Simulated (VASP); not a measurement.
# In in VASP: notebook

In is run at these levels: LDA; tasks: single point.

All numbers are computed with VASP 6.6.1; they aren't measurements. Logs are shortened: lines on timing, memory, paths and dates and some standing lists are left out, and cuts for length are marked.

## 1. The cell of the first run

Symmetry: I4/mmm, No. 139, tetragonal system. The conventional cell has a = 3.252 Å, b = 3.252 Å, c = 5.047 Å, α = 90.00°, β = 90.00°, γ = 90.00°. Within 4.3 Å of In (site symmetry 4/mmm) lie 12 In at 3.25 to 3.41 Å.

## 2. Single point, LDA (zz strain of +2 %)

File INCAR:

```
PREC = Accurate
ENCUT = 520
EDIFF = 1E-6
ISMEAR = -1
SIGMA = 0.05
LREAL = False
LASPH = True
NELM = 60
ALGO = Normal
ISIF = 2
LWAVE = False
LCHARG = False
ISYM = 0
NBANDS = 12
```

File KPOINTS:

```
regular mesh
0
Gamma
  12 12 14
```

File POSCAR:

```
In
1.0
   -1.6261500000      1.6261500000      2.5234290000
    1.6261500000     -1.6261500000      2.5234290000
    1.6261500000      1.6261500000     -2.5234290000
In
1
Direct
    0.0000000000      0.0000000000      0.0000000000
```

Potentials or basis: VASP PAW LDA potentials, release 64 (In_d).

On the command line:

```console
> cat potpaw_LDA.64/In_d/POTCAR > POTCAR
> mpirun -np 1 vasp_std > vasp.out
```

OUTCAR:

```text
PREC = Accurate
   ENCUT = 520
   EDIFF = 1E-6
   ISMEAR = -1
   LREAL = False
   LASPH = True
   NELM = 60
   ISIF = 2
   ISYM = 0

 ion  position               nearest neighbor table
   1  0.000  0.000  0.000-

IMPORTANT INFORMATION: All symmetrisations will be switched off!
NOSYMM: (Re-)initialisation of all symmetry stuff for point group C_1.

----------------------------------------------------------------------------------------

                                     Primitive cell

  volume of cell :      26.6915

  direct lattice vectors                    reciprocal lattice vectors
    -1.626150000  1.626150000  2.523429000     0.000000000  0.307474710  0.198143082
     1.626150000 -1.626150000  2.523429000     0.307474710  0.000000000  0.198143082
     1.626150000  1.626150000 -2.523429000     0.307474710  0.307474710  0.000000000

  length of vectors
     3.414150196  3.414150196  3.414150196     0.365788707  0.365788707  0.434834905

  position of ions in fractional coordinates (direct lattice)
     0.000000000  0.000000000  0.000000000

  ion indices of the primitive-cell ions
   primitive index   ion index
                 1           1

----------------------------------------------------------------------------------------

 KPOINTS: regular mesh

Automatic generation of k-mesh.
 Grid dimensions read from file:
 generate k-points for:   12   12   14

 Generating k-lattice:

  Cartesian coordinates                     Fractional coordinates (reciprocal lattice)
     0.000000000  0.025622893  0.016511924     0.083333333  0.000000000  0.000000000
     0.025622893  0.000000000  0.016511924     0.000000000  0.083333333  0.000000000
     0.021962479  0.021962479  0.000000000     0.000000000  0.000000000  0.071428571

  Length of vectors
     0.030482392  0.030482392  0.031059636

  Shift w.r.t. Gamma in fractional coordinates (k-lattice)
     0.000000000  0.000000000  0.000000000

 -----------------------------------------------------------------------------
|                                                                             |
|           W    W    AA    RRRRR   N    N  II  N    N   GGGG   !!!           |
|           W    W   A  A   R    R  NN   N  II  NN   N  G    G  !!!           |
|           W    W  A    A  R    R  N N  N  II  N N  N  G       !!!           |
|           W WW W  AAAAAA  RRRRR   N  N N  II  N  N N  G  GGG   !            |
|           WW  WW  A    A  R   R   N   NN  II  N   NN  G    G                |
|           W    W  A    A  R    R  N    N  II  N    N   GGGG   !!!           |
|                                                                             |
|     Your reciprocal lattice and k-lattice belong to different lattice       |
|     classes:                                                                |
|                                                                             |
|        The reciprocal lattice is body-centered tetragonal,                  |
|        whereas your k-lattice is base-centered monoclinic.                  |
|                                                                             |
|     Results are often still useful ...                                      |
|                                                                             |
 -----------------------------------------------------------------------------

 WARNING: IBZKPT: internal override: KBLOWUP is changed to .FALSE.
      ... skipping the blow-up phase ...

 Subroutine IBZKPT returns following result:
 ===========================================

 Found   1012 irreducible k-points:

 Following reciprocal coordinates:
            Coordinates               Weight
  0.000000  0.000000  0.000000      1.000000
  0.083333 -0.000000 -0.000000      2.000000
  0.166667 -0.000000 -0.000000      2.000000
  0.250000 -0.000000 -0.000000      2.000000
  0.333333  0.000000 -0.000000      2.000000
  0.416667  0.000000 -0.000000      2.000000
[... 16 lines left out ...]
  0.250000  0.166667 -0.000000      2.000000
  0.333333  0.166667 -0.000000      2.000000
 [... further k-points ...]
   k-points           NKPTS =   1012   k-points in BZ     NKDIM =   1012   number of bands    NBANDS=     12
   number of dos      NEDOS =    301   number of ions     NIONS =      1
   total plane-waves  NPLWV =  21952
   dimension x,y,z NGX =    28 NGY =   28 NGZ =   28
   dimension x,y,z NGXF=    56 NGYF=   56 NGZF=   56
   ions per type =               1
   NGX,Y,Z   is equivalent  to a cutoff of  13.63, 13.63, 13.63 a.u.
   NGXF,Y,Z  is equivalent  to a cutoff of  27.27, 27.27, 27.27 a.u.
 SYSTEM =  unknown system
   PREC   = accura    normal or accurate (medium, high low for compatibility)
   ISTART =      0    job   : 0-new  1-cont  2-samecut
   ICHARG =      2    charge: 1-file 2-atom 10-const
   ISPIN  =      1    spin polarized calculation?
   LNONCOLLINEAR =      F non collinear calculations
   LSORBIT =      F    spin-orbit coupling
   LASPH  =      T    aspherical Exc in radial PAW
   ENCUT  =  520.0 eV  38.22 Ry    6.18 a.u.   6.35  6.35  6.35*2*pi/ulx,y,z
   NELM   =     60;   NELMIN=  2; NELMDL= -5     # of ELM steps
   EDIFF  = 0.1E-05   stopping-criterion for ELM
   LREAL  =      F    real-space projection
   EDIFFG = 0.1E-04   stopping-criterion for IOM
   NSW    =      0    number of steps for IOM
   IBRION =     -1    ionic relax: 0-MD 1-quasi-New 2-CG
   NFREE  =      0    steps in history (QN), initial steepest desc. (CG)
   ISIF   =      2    stress and relaxation
   ISYM   =      0    0-nonsym 1-usesym 2-fastsym
   POTIM  = 0.5000    time-step for ionic-motion
   TEBEG  =    0.0;   TEEND  =   0.0 temperature during run
   PSTRESS=    0.0 pullay stress
   NELECT =      13.0000    total number of electrons
   NUPDOWN=      -1.0000    fix difference up-down
   EMIN   =  10.00;   EMAX   =-10.00  energy-range for DOS
   EFERMI =   0.00;   METHOD = LEGACY
   ISMEAR =    -1;   SIGMA  =   0.05  broadening in eV -4-tet -1-fermi 0-gaus
   EFERMI_NEDOS =   21; number of points for ismear=-14 and -15
   IALGO  =     38    algorithm
   IMIX   =      4    mixing-type and parameters
     AMIX     =   0.40;   BMIX     =  1.00
     AMIX_MAG =   1.60;   BMIX_MAG =  1.00
  volume/ion in A,a.u.               =      26.69       180.12
  Fermi-wavevector in a.u.,A,eV,Ry     =   1.288047  2.434057 22.572965  1.659066
  Thomas-Fermi vector in A             =   2.420025
   LORBIT       =      0    0 simple, 1 ext, 2 COOP (PROOUT), +10 PAW based schemes
   GGA     = CA    functional components
   LHFCALC =     F    Hartree Fock is set to
   AEXX    =    0.0000 exact exchange contribution
   IVDW    =     0    specifies the selected vdW correction
   LEPSILON=     F    determine dielectric tensor
   LRPA    =     F    only Hartree local field effects (RPA)
 non-spin polarized calculation
  energy-cutoff  :      520.00
  volume of cell :       26.69
 maximum number of plane-waves:       738
 NGX is ok and might be reduce to    28
   NGX = 13   NGY = 13   NGZ = 13

 number of electron      13.0000003 magnetization

 Free energy of the ion-electron system (eV)
  ---------------------------------------------------
  ext. energy  EPLUGINS =         0.00000000
  ---------------------------------------------------
  free energy    TOTEN  =        -3.19681410 eV

  energy without entropy =       -3.19260802  energy(sigma->0) =       -3.19471106

 E-fermi :   6.9588     XC(G=0): -10.4311

 val. band max:        6.9579196313   @ k =   0.1667   0.0833   0.4286
 cond. band min:       6.9855037470   @ k =   0.2500   0.3333   0.2143
 fundamental gap:      0.0275841158
 Fermi energy:         6.9587544359

 k-point     1 :       0.0000    0.0000    0.0000
  band No.  band energies     occupation
      1      -7.6272      2.00000
      2      -7.4946      2.00000
      3      -7.4942      2.00000
      4      -7.4415      2.00000
      5      -7.3142      2.00000
      6      -2.4365      2.00000
      7      17.2322      0.00000
      8      17.2328      0.00000
      9      17.3983      0.00000
     10      18.6709      0.00000
     11      20.8281      0.00000
     12      21.0134      0.00000

 k-point     2 :       0.0833   -0.0000   -0.0000
  band No.  band energies     occupation
      1      -7.6155      2.00000
      2      -7.4964      2.00000
      3      -7.4843      2.00000
      4      -7.4379      2.00000
      5      -7.3190      2.00000
      6      -2.2865      2.00000
      7      15.6043      0.00000
      8      16.9617      0.00000
      9      17.0800      0.00000
     10      18.4262      0.00000
     11      20.8899      0.00000
     12      21.3838      0.00000

 k-point     3 :       0.1667   -0.0000   -0.0000
  band No.  band energies     occupation
      1      -7.5930      2.00000
      2      -7.5089      2.00000
      3      -7.4615      2.00000
      4      -7.4130      2.00000
      5      -7.3272      2.00000
      6      -1.8324      2.00000
      7      12.8226      0.00000
      8      16.1564      0.00000
      9      16.7597      0.00000
     10      18.3512      0.00000
     11      19.9047      0.00000
     12      22.3265      0.00000

 k-point     4 :       0.2500   -0.0000   -0.0000
  band No.  band energies     occupation
      1      -7.5816      2.00000
      2      -7.5341      2.00000
      3      -7.4486      2.00000
      4      -7.3544      2.00000
      5      -7.3195      2.00000
      6      -1.0661      2.00000
      7      10.0808      0.00000
      8      15.3324      0.00000
      9      16.4532      0.00000
     10      18.3109      0.00000
     11      19.0794      0.00000
     12      22.1212      0.00000

 k-point     5 :       0.3333    0.0000   -0.0000
  band No.  band energies     occupation
      1      -7.5846      2.00000
      2      -7.5618      2.00000
      3      -7.4579      2.00000
      4      -7.2888      2.00000
      5      -7.2815      2.00000
      6       0.0142      2.00000
      7       7.5455      0.00002
      8      14.6554      0.00000
      9      16.2361      0.00000
     10      18.2645      0.00000
     11      18.5148      0.00000
     12      21.1954      0.00000
[... 228 lines left out ...]
      1      -7.5882      2.00000
      2      -7.4993      2.00000
      3      -7.4584      2.00000
      4      -7.4100      2.00000
      5      -7.3166      2.00000
      6      -1.5011      2.00000
      7      12.1126      0.00000
      8      14.4009      0.00000
      9      16.6131      0.00000
     10      18.8947      0.00000
     11      19.2711      0.00000
     12      21.5665      0.00000

 k-point    22 :       0.1667    0.1667   -0.0000
  band No.  band energies     occupation
      1      -7.5636      2.00000
      2      -7.4917      2.00000
      3      -7.4493      2.00000
      4      -7.4115      2.00000
      5      -7.3060      2.00000
      6      -0.8622      2.00000
      7      11.4922      0.00000
      8      11.8613      0.00000
      9      15.8232      0.00000
     10      19.1361      0.00000
     11      19.6982      0.00000
     12      20.7128      0.00000

 k-point    23 :       0.2500    0.1667   -0.0000
  band No.  band energies     occupation
      1      -7.5393      2.00000
      2      -7.5158      2.00000
      3      -7.4404      2.00000
      4      -7.3727      2.00000
      5      -7.2980      2.00000
      6       0.0856      2.00000
      7       9.0748      0.00000
      8      11.5059      0.00000
      9      14.8084      0.00000
     10      18.1292      0.00000
     11      19.9148      0.00000
     12      21.3698      0.00000

 k-point    24 :       0.3333    0.1667   -0.0000
  band No.  band energies     occupation
      1      -7.5500      2.00000
      2      -7.5181      2.00000
      3      -7.4565      2.00000
      4      -7.3099      2.00000
      5      -7.2843      2.00000
      6       1.3300      2.00000
      7       6.7304      1.97943
      8      11.5853      0.00000
      9      13.9515      0.00000
     10      17.1591      0.00000
     11      19.8600      0.00000
     12      22.0946      0.00000

 [... further k-points ...]

------------------------ aborting loop because EDIFF is reached ----------------------------------------

  FORCE on cell =-STRESS in cart. coord.  units (eV):
  Direction    XX          YY          ZZ          XY          YZ          ZX
  --------------------------------------------------------------------------------------
  -------------------------------------------------------------------------------------
  Total       -0.5493263     -0.5493271     -0.5154450     -0.0314532      0.0117584      0.0117575
  in kB      -32.9737767    -32.9738265    -30.9400213     -1.8880037      0.7058082      0.7057547
  external PRESSURE =     -32.2958748 kB  Pullay stress =       0.0000000 kB

 VOLUME and BASIS-vectors are now :
 -----------------------------------------------------------------------------
  energy-cutoff  :      520.00
  volume of cell :       26.69
      direct lattice vectors                 reciprocal lattice vectors
    -1.626150000  1.626150000  2.523429000     0.000000000  0.307474710  0.198143082
     1.626150000 -1.626150000  2.523429000     0.307474710  0.000000000  0.198143082
     1.626150000  1.626150000 -2.523429000     0.307474710  0.307474710  0.000000000

 POSITION                                       TOTAL-FORCE (eV/Angst)
 -----------------------------------------------------------------------------------
      0.00000      0.00000      0.00000        -0.000005     -0.000003      0.000001
 -----------------------------------------------------------------------------------
    total drift:                               -0.000005     -0.000003      0.000001

  FREE ENERGIE OF THE ION-ELECTRON SYSTEM (eV)
  ---------------------------------------------------
  free  energy   TOTEN  =        -3.1968140958 eV

  energy  without entropy=       -3.1926080230  energy(sigma->0) =       -3.19471106
```

Run time: 2.6 min. Hardware: 1 thread of AMD EPYC 9R45 (Zen 5), shared host; peak memory 0.37 GiB.

Results:

* Free energy: -3.1968 eV
* Pressure: -3.2 GPa
* Band gap on the k mesh: zero (an odd number of electrons rules out a gap without spin polarisation)

Caveat: the cell differs from its parent crystal (zz strain of +2 %); the cell stands under tension; spin-orbit coupling is left out, which moves the levels of the heavy elements.

(Part 1 of 2 ends here.)
